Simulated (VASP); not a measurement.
AgTe2Pt: single point with PBE

AgTe2Pt:

```
CELL_PARAMETERS angstrom
0.00000 3.77891 0.00000
3.77891 0.00000 0.00000
1.88946 1.88946 -7.33610
ATOMIC_POSITIONS crystal
Ag 0.75000 0.25000 0.50000
Pt 0.00000 0.00000 0.00000
Te 0.36900 0.36900 0.26200
Te 0.63100 0.63100 0.73800
```

```yaml
Program: VASP 6.6.1
Task: single point
Functional: PBE
Potentials_or_basis: VASP PAW PBE potentials, release 64 (Ag, Pt, Te)
Cutoff: 520 eV
k_mesh: 5 × 5 × 5
Occupations: fermi-dirac, width 0.0311 eV
Spin: no spin polarisation
Dipole_correction: no
Further_INCAR_settings: ALGO = Normal; EDIFF = 1e-06; NBANDS = 24
```

The pressure is 0.1 GPa. The largest force is 3.056 eV/Å.

Forces on the atoms (eV/Å):
```
Ag   0.000  0.000  0.000
Pt   0.000  0.000  0.000
Te   0.000  0.000  3.056
Te   0.000  0.000 -3.056
```

Stress tensor (GPa, compression positive):
```
-1.82  0.00  0.00
 0.00 -1.82  0.00
 0.00  0.00  3.84
```

Levels at points of the mesh, in eV from the Fermi level:
```
           k point  band 12  band 13  band 14  band 15  band 16  band 17  band 18  band 19  band 20  band 21
(0.00, 0.00, 0.00)    -1.58    -1.20    -0.29     0.29     0.29     0.59     0.59     0.68     4.37     5.44
```

Wall time 45 s on 1 thread of AMD EPYC 7R43 64-Core Processor (Zen 3) (shared host), peak memory 0.2 GiB.

Caveat: spin-orbit coupling is left out, which moves the levels of the heavy elements; forces of over 1 eV/Å act on the atoms, so gaps and moduli don't describe the material at rest.
